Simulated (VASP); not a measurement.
Crystal: Cu3F2.

```
Cu F
1.0
     3.50939    0.00000    0.00000
    -1.75470    3.03922    0.00000
     0.00000    0.00000    5.46004
Cu F
3 2
Direct
  0.00000 0.00000 0.00000
  0.33333 0.66667 0.64500
  0.66667 0.33333 0.35500
  0.33333 0.66667 0.24500
  0.66667 0.33333 0.75500
```

| Property | Result |
| --- | --- |
| Program | VASP 6.6.1 |
| Task | relaxation of cell and atoms |
| Functional | PBE |
| Potentials or basis | VASP PAW PBE potentials, release 64 (Cu, F) |
| Cutoff | 600 eV |
| k mesh | 6 × 6 × 4 |
| Occupations | gaussian, width 0.1 eV |
| Spin | no spin polarisation |

At the start: pressure 11.9 GPa; volume 11.65 Å³/atom.

Task: How do energy, volume and symmetry change on relaxing?

Result: Over 37 steps the energy falls by 317.4 meV/atom and the volume is 11.34 Å³/atom (-2.6 %); space group P-3m1 (No. 164, to 0.05 Å).

The path:
| step | energy change (eV) | largest force (eV/Å) | pressure (GPa) | volume (Å³) |
| --- | --- | --- | --- | --- |
| 1 | 0.0000 | 0.8957 | 11.89 | 58.24 |
| 2 | -0.2884 | 0.3932 | -0.88 | 65.83 |
| 3 | -0.2884 | 0.3987 | -0.81 | 65.71 |
| 4 | -0.3077 | 0.4075 | -0.68 | 65.38 |
| 5 | -0.3611 | 0.4292 | -0.11 | 64.37 |
| 6 | -0.4401 | 0.5630 | 1.61 | 62.38 |
| 7 | -0.3340 | 1.4600 | 8.45 | 58.50 |
| 8 | -0.4549 | 0.7366 | 2.70 | 61.54 |
| 9 | -0.4665 | 0.7616 | 2.47 | 61.56 |
| 10 | -0.4997 | 0.8335 | 2.25 | 61.62 |
| 11 | -0.5584 | 0.9711 | 1.77 | 61.74 |
| 12 | -0.5952 | 1.0694 | 1.59 | 61.97 |
| 13 | -0.6017 | 1.0561 | 1.50 | 61.89 |
| 14 | -0.6576 | 0.9845 | 0.54 | 62.38 |
| 15 | -0.7828 | 0.7500 | -1.52 | 63.84 |
| 16 | -0.8134 | 0.8552 | -3.22 | 66.75 |
| 17 | -0.8377 | 0.6992 | -3.00 | 65.67 |
| 18 | -0.9431 | 0.7927 | -1.14 | 64.37 |
| 19 | -1.0010 | 0.9241 | 3.30 | 62.32 |
| 20 | -1.1067 | 0.7711 | 2.61 | 62.94 |
| 21 | -1.1821 | 1.4754 | -0.24 | 64.36 |
| 22 | -1.2031 | 1.1491 | 0.81 | 63.94 |
| 23 | -1.3230 | 0.5496 | -2.62 | 64.73 |
| 24 | -1.3550 | 0.2996 | -4.92 | 65.31 |
| 25 | -1.4475 | 0.3235 | -2.36 | 62.46 |
| 26 | -1.4733 | 0.3352 | 0.12 | 60.29 |
| 27 | -1.4733 | 0.3430 | 0.62 | 60.08 |
| 28 | -1.4996 | 0.3098 | 0.58 | 59.62 |
| 29 | -1.5554 | 0.1946 | 0.99 | 58.20 |
| 30 | -1.5081 | 0.5994 | 3.04 | 55.26 |
| 31 | -1.5673 | 0.1270 | 1.21 | 57.43 |
| 32 | -1.5702 | 0.0771 | -3.12 | 58.60 |
| 33 | -1.5785 | 0.0923 | -1.19 | 58.07 |
| 34 | -1.5857 | 0.1227 | -0.42 | 57.18 |
| 35 | -1.5857 | 0.1397 | -0.32 | 57.10 |
| 36 | -1.5869 | 0.0207 | 0.58 | 56.56 |
| 37 | -1.5871 | 0.0393 | 0.27 | 56.71 |

Final structure:
```xyz
5
Lattice="2.9239 0.0000 0.0000 -1.4619 2.5321 0.0000 0.0000 0.0000 7.6600" Properties=species:S:1:pos:R:3 pbc="T T T"
Cu    0.0000    0.0000    0.0000
Cu    0.0000    1.6881    4.6857
Cu    1.4619    0.8440    2.9742
F     0.0000    1.6881    1.4128
F     1.4619    0.8440    6.2472
```

Caveat: an odd number of electrons without spin polarisation forces a metal; a magnetic or distorted state may lie lower.
